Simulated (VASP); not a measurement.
TaRu, 2 atoms in the cell. The structure is orthorhombic, space group Cmmm (No. 65). Conventional cell: a = 3.044 Å, b = 4.309 Å, c = 4.329 Å, α = 90.00°, β = 90.00°, γ = 90.00°. Within 3.5 Å of Ta (site symmetry mmm) lie 6 Ta at 2.64 to 3.04 Å and 8 Ru at 2.65 to 3.05 Å. Ru (site symmetry mmm) has 6 Ru at 2.64 to 3.04 Å and 8 Ta at 2.65 to 3.05 Å within 3.5 Å.  This cell differs from its parent crystal: strain -0.080 along x and y, +0.040 along z.

| Item | Value |
| --- | --- |
| Program | VASP 6.6.1 |
| Task | single point |
| Functional | r2SCAN |
| Potentials or basis | VASP PAW PBE potentials, release 64 (Ta_pv, Ru_pv) |
| Cutoff | 520 eV |
| k mesh | 18 × 18 × 12 |
| Occupations | gaussian, width 0.15 eV |
| Spin | no spin polarisation |
| Dipole correction | no |
| Further INCAR settings | ALGO = Normal; EDIFF = 1e-06; NBANDS = 20 |

Potentials or basis: VASP PAW PBE potentials, release 64 (Ta_pv, Ru_pv).

Command:

```console
$ cat potpaw_PBE.64/Ta_pv/POTCAR potpaw_PBE.64/Ru_pv/POTCAR > POTCAR
$ cp INCAR.step1 INCAR
$ mpirun -np 1 vasp_std > vasp.out
$ cp INCAR.step2 INCAR
$ mpirun -np 1 vasp_std > vasp.out
```

Hardware: 1 thread of AMD EPYC 9R45 (Zen 5), on a shared host.

Task: Estimate the wall time of this run.

Result: Wall time 8.9 min on 1 thread of AMD EPYC 9R45 (Zen 5), on a shared host, peak memory 0.41 GiB. Counts: k points 637.
